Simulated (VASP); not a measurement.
Write the native input for VASP 6.6.1 that does the following.

```yaml
Task: single point
Functional: PBEsol
Potentials_or_basis: VASP PAW PBE potentials, release 64 (La, Mg)
Cutoff: 520 eV
k_mesh: 5 × 5 × 5
Occupations: methfessel-paxton, width 0.1 eV
Spin: no spin polarisation
Dipole_correction: no
Further_INCAR_settings: ALGO = Normal; EDIFF = 1e-06; NBANDS = 16
```

The structure of LaMg3 lies in POSCAR:

```
LaMg3
1.0
    4.9821069409      0.0000000000      0.0000000000
    0.0000000000      4.9821069409      0.0000000000
    0.0000000000      0.0000000000      4.9821069409
La Mg
1 3
Direct
    0.0000000000      0.0000000000      0.0000000000
    0.5000000000      0.5000000000      0.0000000000
    0.5000000000      0.0000000000      0.5000000000
    0.0000000000      0.5000000000      0.5000000000
```

One way to write it, as run:

INCAR

```
SYSTEM = LaMg3
ALGO = Normal ; EDIFF = 1E-6
ENCUT = 520 ; GGA = PS
ISIF = 2 ; ISMEAR = 1
LASPH = .TRUE. ; LCHARG = .FALSE.
LREAL = .FALSE. ; LWAVE = .FALSE.
NBANDS = 16 ; NELM = 80
PREC = Accurate ; SIGMA = 0.1
```

KPOINTS

```
k-points
0
G
  5 5 5
  0 0 0
```

Potentials or basis: VASP PAW PBE potentials, release 64 (La, Mg).

Run with:

```console
$ cat potpaw_PBE.64/La/POTCAR potpaw_PBE.64/Mg/POTCAR > POTCAR
$ mpirun -np 1 vasp_std > vasp.out
```

Results of the run:

* Pressure: -3.6 GPa

Caveat: the PAW data sets were made with another functional, which shifts forces and pressure a little.

It took 65 s on 1 thread of AMD EPYC 7R13, on a shared host, peak memory 0.22 GiB.
